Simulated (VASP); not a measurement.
# Si3Ge2 (P6_3/mmc) in VASP: further runs

Runs on Si3Ge2. Level: PBE. Tasks: single point, relaxation of cell and atoms.

Program: VASP 6.6.1. These are calculated values, not measurements. Logs are shortened: lines on timing, memory, paths and dates and some standing lists are left out, and cuts for length are marked.

## Step 1: The cell of the first run

It takes space group P6_3/mmc (No. 194, hexagonal). Conventional cell: a = 2.893 Å, b = 2.893 Å, c = 23.228 Å, α = 90.00°, β = 90.00°, γ = 120.00°. Within 3.8 Å of Si (site symmetry 3m) lie 3 Ge at 2.86 Å and 9 Si at 2.86 to 2.89 Å. Si (site symmetry -6m2) has 12 Si at 2.86 to 2.89 Å within 3.8 Å. Within 3.8 Å of Ge (site symmetry 3m) lie 3 Si at 2.86 Å and 9 Ge at 2.86 to 2.89 Å.

## Step 2: Single point, PBE

INCAR

```
ALGO = Normal
EDIFF = 1E-6
ENCUT = 520
GGA = PE
ISIF = 2
ISMEAR = 0
LASPH = True
LCHARG = True
LELF = True
LREAL = False
LVHAR = True
LWAVE = False
NBANDS = 51
NELM = 80
PREC = Accurate
SIGMA = 0.1
```

KPOINTS

```
k-points
0
Gamma
  6 6 1
```

POSCAR

```
Si3Ge2
1.0
    2.8926279200      0.0000000000      0.0000000000
   -1.4463139600      2.5050892600      0.0000000000
    0.0000000000      0.0000000000     23.2275622700
Si Ge
6 4
Direct
    0.3333333300      0.6666666700      0.6500000000
    0.3333333300      0.6666666700      0.8500000000
    0.3333333300      0.6666666700      0.2500000000
    0.6666666700      0.3333333300      0.7500000000
    0.6666666700      0.3333333300      0.1500000000
    0.6666666700      0.3333333300      0.3500000000
    0.3333333300      0.6666666700      0.0500000000
    0.3333333300      0.6666666700      0.4500000000
    0.6666666700      0.3333333300      0.9500000000
    0.6666666700      0.3333333300      0.5500000000
```

Potentials or basis: VASP PAW PBE potentials, release 64 (Si, Ge_d).

Command:

```
cat potpaw_PBE.64/Si/POTCAR potpaw_PBE.64/Ge_d/POTCAR > POTCAR
mpirun -np 1 vasp_std > vasp.out
```

OUTCAR:

```text
EDIFF = 1E-6
   ENCUT = 520
   GGA = PE
   ISIF = 2
   ISMEAR = 0
   LASPH = True
   LREAL = False
   NELM = 80
   PREC = Accurate

 ion  position               nearest neighbor table
   1  0.333  0.667  0.650-   4 2.86  10 2.86   4 2.86  10 2.86   4 2.86  10 2.86
   2  0.333  0.667  0.850-   4 2.86   9 2.86   4 2.86   9 2.86   4 2.86   9 2.86
   3  0.333  0.667  0.250-   5 2.86   6 2.86   5 2.86   6 2.86   5 2.86   6 2.86
   4  0.667  0.333  0.750-   1 2.86   2 2.86   1 2.86   2 2.86   1 2.86   2 2.86
   5  0.667  0.333  0.150-   3 2.86   7 2.86   3 2.86   7 2.86   3 2.86   7 2.86
   6  0.667  0.333  0.350-   3 2.86   8 2.86   3 2.86   8 2.86   3 2.86   8 2.86
   7  0.333  0.667  0.050-   9 2.86   5 2.86   9 2.86   5 2.86   9 2.86   5 2.86
   8  0.333  0.667  0.450-  10 2.86   6 2.86  10 2.86   6 2.86  10 2.86   6 2.86
   9  0.667  0.333  0.950-   7 2.86   2 2.86   7 2.86   2 2.86   7 2.86   2 2.86
  10  0.667  0.333  0.550-   8 2.86   1 2.86   8 2.86   1 2.86   8 2.86   1 2.86

  LATTYP: Found a hexagonal cell.
 ALAT       =     2.8926279200
 C/A-ratio  =     8.0299170555

  Lattice vectors:

 A1 = (   2.8926279200,   0.0000000000,   0.0000000000)
 A2 = (  -1.4463139600,   2.5050892600,   0.0000000000)
 A3 = (   0.0000000000,   0.0000000000,  23.2275622700)

Analysis of symmetry for initial positions (statically):
=====================================================================
 Subroutine PRICEL returns:
 Original cell was already a primitive cell.

 Routine SETGRP: Setting up the symmetry group for a
 hexagonal supercell.

 Subroutine GETGRP returns: Found 24 space group operations
 (whereof 12 operations were pure point group operations)
 out of a pool of 24 trial point group operations.

The static configuration has the point symmetry D_3d.
 The point group associated with its full space group is D_6h.

Analysis of symmetry for dynamics (positions and initial velocities):
=====================================================================
 Subroutine PRICEL returns:
 Original cell was already a primitive cell.

 Routine SETGRP: Setting up the symmetry group for a
 hexagonal supercell.

 Subroutine GETGRP returns: Found 24 space group operations
 (whereof 12 operations were pure point group operations)
 out of a pool of 24 trial point group operations.

The dynamic configuration has the point symmetry D_3d.
 The point group associated with its full space group is D_6h.

 Subroutine INISYM returns: Found 24 space group operations
 (whereof 12 operations are pure point group operations),
 and found     1 'primitive' translations
[... 103 lines left out ...]
   PSTRESS=    0.0 pullay stress
   NELECT =      80.0000    total number of electrons
   NUPDOWN=      -1.0000    fix difference up-down
   EMIN   =  10.00;   EMAX   =-10.00  energy-range for DOS
   EFERMI =   0.00;   METHOD = LEGACY
   ISMEAR =     0;   SIGMA  =   0.10  broadening in eV -4-tet -1-fermi 0-gaus
   EFERMI_NEDOS =   21; number of points for ismear=-14 and -15
   IALGO  =     38    algorithm
   IMIX   =      4    mixing-type and parameters
     AMIX     =   0.40;   BMIX     =  1.00
     AMIX_MAG =   1.60;   BMIX_MAG =  1.00
  volume/ion in A,a.u.               =      16.83       113.58
  Fermi-wavevector in a.u.,A,eV,Ry     =   1.277610  2.414333 22.208623  1.632288
  Thomas-Fermi vector in A             =   2.410200
   LORBIT       =      0    0 simple, 1 ext, 2 COOP (PROOUT), +10 PAW based schemes
   GGA     = PE    functional components
   LHFCALC =     F    Hartree Fock is set to
   AEXX    =    0.0000 exact exchange contribution
   IVDW    =     0    specifies the selected vdW correction
   LEPSILON=     F    determine dielectric tensor
   LRPA    =     F    only Hartree local field effects (RPA)
 non-spin polarized calculation
 Gauss-broadening in eV      SIGMA  =   0.10
  energy-cutoff  :      520.00
  volume of cell :      168.31
 maximum number of plane-waves:      4635
 NGX is ok and might be reduce to    24
   NGX = 11   NGY = 11   NGZ = 87

 number of electron      80.0000032 magnetization

 Free energy of the ion-electron system (eV)
  ---------------------------------------------------
  ext. energy  EPLUGINS =         0.00000000
  ---------------------------------------------------
  free energy    TOTEN  =       -45.00424019 eV

  energy without entropy =      -44.97320164  energy(sigma->0) =      -44.98872092

 E-fermi :   8.1772     XC(G=0): -11.1115

 val. band max:        8.1301651755   @ k =   0.3333   0.1667   0.0000
 cond. band min:       8.3777528084   @ k =   0.3333   0.3333   0.0000
 fundamental gap:      0.2475876328
 Fermi energy:         8.1772420528

 k-point     1 :       0.0000    0.0000    0.0000
  band No.  band energies     occupation
      1     -16.6542      2.00000
      2     -16.6542      2.00000
      3     -16.6462      2.00000
      4     -16.6462      2.00000
      5     -16.6356      2.00000
      6     -16.6356      2.00000
[... 367 lines left out ...]
     50       8.8295      0.00000
     51       8.8323      0.00000

------------------------ aborting loop because EDIFF is reached ----------------------------------------

  FORCE on cell =-STRESS in cart. coord.  units (eV):
  Direction    XX          YY          ZZ          XY          YZ          ZX
  --------------------------------------------------------------------------------------
  -------------------------------------------------------------------------------------
  Total        3.0895112      3.0895112    -11.1487060      0.0000000      0.0000000      0.0000000
  in kB       29.4090469     29.4090469   -106.1244942      0.0000000      0.0000000      0.0000000
  external PRESSURE =     -15.7688001 kB  Pullay stress =       0.0000000 kB

 VOLUME and BASIS-vectors are now :
 -----------------------------------------------------------------------------
  energy-cutoff  :      520.00
  volume of cell :      168.31
      direct lattice vectors                 reciprocal lattice vectors
     2.892627920  0.000000000  0.000000000     0.345706405  0.199593686  0.000000000
    -1.446313960  2.505089260  0.000000000     0.000000000  0.399187373  0.000000000
     0.000000000  0.000000000 23.227562270     0.000000000  0.000000000  0.043052301

 POSITION                                       TOTAL-FORCE (eV/Angst)
 -----------------------------------------------------------------------------------
     -0.00000      1.67006     15.09792        -0.000000      0.000000      0.501237
     -0.00000      1.67006     19.74343        -0.000000      0.000000     -0.501237
     -0.00000      1.67006      5.80689         0.000000      0.000000     -0.000000
      1.44631      0.83503     17.42067         0.000000     -0.000000     -0.000000
      1.44631      0.83503      3.48413         0.000000     -0.000000      0.501237
      1.44631      0.83503      8.12965         0.000000     -0.000000     -0.501237
     -0.00000      1.67006      1.16138         0.000000     -0.000000      0.482604
     -0.00000      1.67006     10.45240         0.000000     -0.000000     -0.482604
      1.44631      0.83503     22.06618        -0.000000      0.000000     -0.482604
      1.44631      0.83503     12.77516        -0.000000      0.000000      0.482604
 -----------------------------------------------------------------------------------
    total drift:                               -0.000014      0.000008     -0.000004

  FREE ENERGIE OF THE ION-ELECTRON SYSTEM (eV)
  ---------------------------------------------------
  free  energy   TOTEN  =       -45.0042401909 eV

  energy  without entropy=      -44.9732016404  energy(sigma->0) =      -44.98872092
```

OSZICAR:

```text
N       E                     dE             d eps       ncg     rms          rms(c)
DAV:   1     0.804064855966E+03    0.80406E+03   -0.35163E+04   889   0.336E+03
DAV:   2     0.110543299277E+03   -0.69352E+03   -0.66072E+03   714   0.885E+02
DAV:   3    -0.333385573269E+02   -0.14388E+03   -0.13725E+03   801   0.209E+02
DAV:   4    -0.447799508598E+02   -0.11441E+02   -0.11075E+02   916   0.616E+01
DAV:   5    -0.451847162817E+02   -0.40477E+00   -0.39872E+00   852   0.113E+01    0.568E+00
DAV:   6    -0.450753467864E+02    0.10937E+00   -0.52254E-01   972   0.394E+00    0.319E+00
DAV:   7    -0.450822575144E+02   -0.69107E-02   -0.72262E-01   884   0.276E+00    0.119E+00
DAV:   8    -0.450008601614E+02    0.81397E-01   -0.33086E-01   900   0.210E+00    0.236E-01
DAV:   9    -0.450043368394E+02   -0.34767E-02   -0.42843E-02   892   0.763E-01    0.422E-01
DAV:  10    -0.450046379289E+02   -0.30109E-03   -0.13290E-03   932   0.211E-01    0.549E-01
DAV:  11    -0.450042733312E+02    0.36460E-03   -0.97219E-04   988   0.381E-01    0.301E-01
DAV:  12    -0.450042827900E+02   -0.94587E-05   -0.67254E-04  1020   0.292E-01    0.841E-02
DAV:  13    -0.450042537564E+02    0.29034E-04   -0.69510E-05   932   0.553E-02    0.298E-02
DAV:  14    -0.450042440639E+02    0.96925E-05   -0.12702E-05   740   0.188E-02    0.123E-02
DAV:  15    -0.450042407990E+02    0.32650E-05   -0.20124E-06   577   0.894E-03    0.965E-03
DAV:  16    -0.450042401909E+02    0.60803E-06   -0.39035E-07   444   0.421E-03
   1 F= -.45004240E+02 E0= -.44988721E+02  d E =-.310386E-01
```

stdout:

```text
POSCAR found type information on POSCAR SiGe
 POSCAR found :  2 types and      10 ions
 scaLAPACK will be used
 LDA part: xc-table for (Slater+PW92), standard interpolation
 POSCAR, INCAR and KPOINTS ok, starting setup
 FFT: planning ... GRIDC
 FFT: planning ... GRID_SOFT
 FFT: planning ... GRID
 WAVECAR not read
 entering main loop
```

Run time: 1.9 min. Hardware: 1 thread of Intel Xeon Platinum 8488C (Sapphire Rapids), shared host; peak memory 0.31 GiB.

Results:

```
Free energy            : -45.0042 eV
Pressure               : -1.6 GPa
Largest force          : 0.501 eV/Å
Band gap on the k mesh : zero (bands 40 and 41 overlap by 9.18 eV)
```

Forces on the atoms (eV/Å):
```
Si   0.000  0.000  0.501
Si   0.000  0.000 -0.501
Si   0.000  0.000  0.000
Si   0.000  0.000  0.000
Si   0.000  0.000  0.501
Si   0.000  0.000 -0.501
Ge   0.000  0.000  0.483
Ge   0.000  0.000 -0.483
Ge   0.000  0.000 -0.483
Ge   0.000  0.000  0.483
```

Levels at points of the mesh, in eV from the Fermi level:
```tsv
k point	band 38	band 39	band 40	band 41	band 42	band 43
(0.00, 0.00, 0.00)	6.93	6.93	7.03	7.03	7.34	7.34
(0.50, 0.00, 0.00)	-2.79	-1.80	-1.39	-1.23	0.75	1.14
```

Caveat: the k points lie up to 0.42 Å⁻¹ apart, too coarse for converged energies and pressures of a metal.

(Continued in part 2 of 2.)
